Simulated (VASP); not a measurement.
Set up this calculation in VASP 6.6.1, as the native input.

* Task: single point
* Functional: RPBE
* Potentials or basis: VASP PAW PBE potentials, release 64 (Co)
* Cutoff: 520 eV
* k mesh: 16 × 16 × 5
* Occupations: fermi-dirac, width 0.05 eV
* Spin: collinear spin, ferromagnetic start
* Starting moments: [1.748, 1.748, 1.764, 1.764] μB
* Dipole correction: no
* Further INCAR settings: ALGO = Normal; EDIFF = 1e-06; NBANDS = 30

The structure of Co lies in POSCAR:

```
Co
1.0
    2.6154899752      0.0000000000      0.0000000000
   -1.3077449876      2.2650807619      0.0000000000
    0.0000000000      0.0000000000      8.4862783407
Co
4
Direct
    1.0000000000      1.0000000000      0.0000000000
    1.0000000000      1.0000000000      0.5000000000
    0.3333333333      0.6666666667      0.2500000000
    0.6666666667      0.3333333333      0.7500000000
```

These files were run (other wordings do the same):

INCAR

```
SYSTEM = Co
ALGO = Normal
EDIFF = 1E-6
ENCUT = 520
GGA = RP
ISIF = 2
ISMEAR = -1
ISPIN = 2
LASPH = .TRUE.
LCHARG = .TRUE.
LELF = .TRUE.
LMAXMIX = 4
LORBIT = 11
LREAL = .FALSE.
LVHAR = .TRUE.
LWAVE = .FALSE.
MAGMOM = 1.748 1.748 1.764 1.764
NBANDS = 30
NELM = 150
PREC = Accurate
SIGMA = 0.05
```

KPOINTS

```
k-points
0
G
  16 16 5
  0 0 0
```

Potentials or basis: VASP PAW PBE potentials, release 64 (Co).

Launch:

```bash
$ cat potpaw_PBE.64/Co/POTCAR > POTCAR
$ mpirun -np 1 vasp_std > vasp.out
```

It gave:

```
Pressure                                              : -16.7 GPa
Net moment                                            : 6.98 μB per cell
Site moments                                          : Co +1.79, +1.80 (each value once) μB
Valence electrons inside the program's atomic spheres : Co 8.03, 8.02 (each value once)
```

Caveat: the cell stands under tension; the PAW data sets were made with another functional, which shifts forces and pressure a little.

Run time: 4 min on 1 thread of Intel(R) Xeon(R) Platinum 8488C (Sapphire Rapids) (shared host), peak memory 0.3 GiB.
